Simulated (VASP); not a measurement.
Input of a VASP 6.6.1 run:

Contents of POSCAR:

```
W
1.0
    0.0000000000      2.0085763245      2.0085763245
    2.0085763245      0.0000000000      2.0085763245
    2.0085763245      2.0085763245      0.0000000000
W
1
Direct
    0.0000000000      0.0000000000      0.0000000000
```

File INCAR.step1:

```
SYSTEM = W
PREC     = Accurate       ! precision mode
ENCUT    = 520            ! plane-wave cutoff, eV
ISMEAR   = 0              ! smearing method
SIGMA    = 0.1            ! smearing width, eV
LREAL    = .FALSE.        ! projectors in reciprocal space
LASPH    = .TRUE.         ! aspherical terms in the spheres
NELM     = 60             ! most SCF steps
NBANDS   = 13             ! bands
GGA      = PE             ! functional
ALGO     = Normal         ! electronic algorithm
EDIFF    = 1E-4           ! SCF threshold, eV
LWAVE    = .TRUE.         ! write WAVECAR
LCHARG   = .FALSE.        ! write CHGCAR
```

Contents of INCAR.step2:

```
SYSTEM = W
PREC     = Accurate       ! precision mode
ENCUT    = 520            ! plane-wave cutoff, eV
EDIFF    = 1E-6           ! SCF threshold, eV
ISMEAR   = 0              ! smearing method
SIGMA    = 0.1            ! smearing width, eV
LREAL    = .FALSE.        ! projectors in reciprocal space
LASPH    = .TRUE.         ! aspherical terms in the spheres
NELM     = 60             ! most SCF steps
ALGO     = Normal         ! electronic algorithm
ISIF     = 2              ! what is computed and relaxed
LWAVE    = .FALSE.        ! write WAVECAR
LCHARG   = .FALSE.        ! write CHGCAR
METAGGA  = R2SCAN         ! meta-GGA
LMIXTAU  = .TRUE.       
NBANDS   = 13             ! bands
ISTART   = 1
```

File KPOINTS:

```
regular mesh
0
G
  18 18 18
  0 0 0
```

Potentials or basis: VASP PAW PBE potentials, release 64 (W_sv).

The run is started by

```bash
$ cat potpaw_PBE.64/W_sv/POTCAR > POTCAR
$ cp INCAR.step1 INCAR
$ mpirun -np 1 vasp_std > vasp.out
$ cp INCAR.step2 INCAR
$ mpirun -np 1 vasp_std > vasp.out
```

Question: What does it give for the pressure?

Answer: 1.1 GPa.

Question: What does it give for the band gap on the k mesh?

Answer: Zero (band 7 reaches 13.60 eV, above the bottom of band 8 at 9.91 eV).

Caveat: the PAW data sets were made with another functional, which shifts forces and pressure a little; spin-orbit coupling is left out, which moves the levels of the heavy elements.
